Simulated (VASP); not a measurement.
The system is NdZrS2.

```
Nd Zr S
1.0
     3.93669    0.00000    0.00000
    -1.96834    3.40927    0.00000
     0.00000    0.00000    6.79410
Nd Zr S
1 1 2
Direct
  0.66667 0.33333 0.50000
  0.66667 0.33333 0.00000
  0.33333 0.66667 0.36780
  0.33333 0.66667 0.63220
```

The cell was generated, and may not be a known phase.

| Item | Value |
| --- | --- |
| Program | VASP 6.6.1 |
| Task | relaxation of cell and atoms |
| Functional | PBE |
| Potentials or basis | VASP PAW PBE potentials, release 64 (Nd_3, Zr_sv, S), 4f in core |
| Cutoff | 500 eV |
| k mesh | 6 × 6 × 3 |
| Occupations | gaussian, width 0.2 eV |
| Spin | no spin polarisation |

At the start: pressure 32.7 GPa; volume 22.80 Å³/atom.

Q: How do energy, volume and symmetry change on relaxing?

A: Over 16 steps the energy falls by 2635.2 meV/atom and the volume is 20.79 Å³/atom (-8.8 %); space group P-6m2 (No. 187, to 0.1 Å) before and after.

Step by step:
```csv
step,energy change (eV),largest force (eV/Å),pressure (GPa),volume (Å³)
1,0.0000,13.5137,32.72,91.19
2,-3.0610,0.1569,-13.72,167.36
3,-6.0521,2.1996,-9.51,124.51
4,-6.0851,2.4884,-8.65,122.27
5,-6.0911,2.8365,-7.56,119.80
6,-7.8629,2.9937,-6.35,103.66
7,-7.9588,0.4385,46.85,62.99
8,-9.3338,3.2034,0.38,86.80
9,-9.3926,2.2721,21.96,70.80
10,-9.6749,2.9501,9.34,77.78
11,-10.4132,0.4141,5.20,78.94
12,-10.4308,0.0424,5.20,79.16
13,-10.5113,0.3101,-1.83,84.44
14,-10.5157,0.2536,-0.64,83.41
15,-10.5377,0.1297,-0.16,83.25
16,-10.5409,0.0595,0.13,83.16
```

Final structure:
```cif
data_structure
_symmetry_space_group_name_H-M 'P 1'
_symmetry_Int_Tables_number 1
_cell_length_a 3.6335
_cell_length_b 3.6335
_cell_length_c 7.2729
_cell_angle_alpha 90.000
_cell_angle_beta 90.000
_cell_angle_gamma 120.000
_cell_volume 83.16
loop_
_atom_site_label
_atom_site_type_symbol
_atom_site_fract_x
_atom_site_fract_y
_atom_site_fract_z
_atom_site_occupancy
Nd1 Nd 0.66667 0.33333 0.50000 1
Zr1 Zr 0.66667 0.33333 0.00000 1
S1 S 0.33333 0.66667 0.22446 1
S2 S 0.33333 0.66667 0.77554 1
```

Caveat: an odd number of electrons without spin polarisation forces a metal; a magnetic or distorted state may lie lower; the run has no spin polarisation, though such a crystal can be magnetic; the relaxation stopped at a loose force limit of 0.08 eV/Å, so its end isn't a converged minimum.
